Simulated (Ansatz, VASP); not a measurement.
Ni2N in VASP and in Ansatz

```
Ni N
1.0
     3.81798    0.00000    0.00000
    -1.90899    3.30647    0.00000
     0.00000    0.00000    2.44628
Ni N
2 1
Direct
  0.33333 0.66667 0.50000
  0.66667 0.33333 0.50000
  0.00000 0.00000 0.00000
```

Alike in both runs: functional PBE; k mesh 6 × 6 × 8; occupations gaussian, width 0.1 eV; collinear spin.

Ansatz relaxed the structure, and its values are those at the end. VASP's run is a single point on that final structure, the one shown.

|  | VASP | Ansatz |
| --- | --- | --- |
| version | VASP 6.6.1 | Ansatz 0.2.0 |
| potentials or method | VASP PAW PBE potentials, release 64 (Ni, N), cutoff 600 eV | scalar-relativistic, plane waves, PAW |
| valence electrons in the cell | 25 | 41 |

```tsv
	VASP	Ansatz	Ansatz less VASP
gap on the k mesh at the Fermi level (eV)	none	none	-
pressure (GPa)	-0.4	0.2	+0.60
net moment per atom (μB)	0.66	0.67	+0.012
size of the moment on the site where the two differ most (μB)	0.22	0.27	+0.052
```

Site moments also hang on the region over which each program counts them. A gap of «none» marks a metal or a gap that the smearing closes. With one functional, cell and mesh, what is left measures potentials, basis and numerics. VASP's potentials hold 25 valence electrons a cell and Ansatz's 41, so a difference there can come from the potentials and not from the codes.
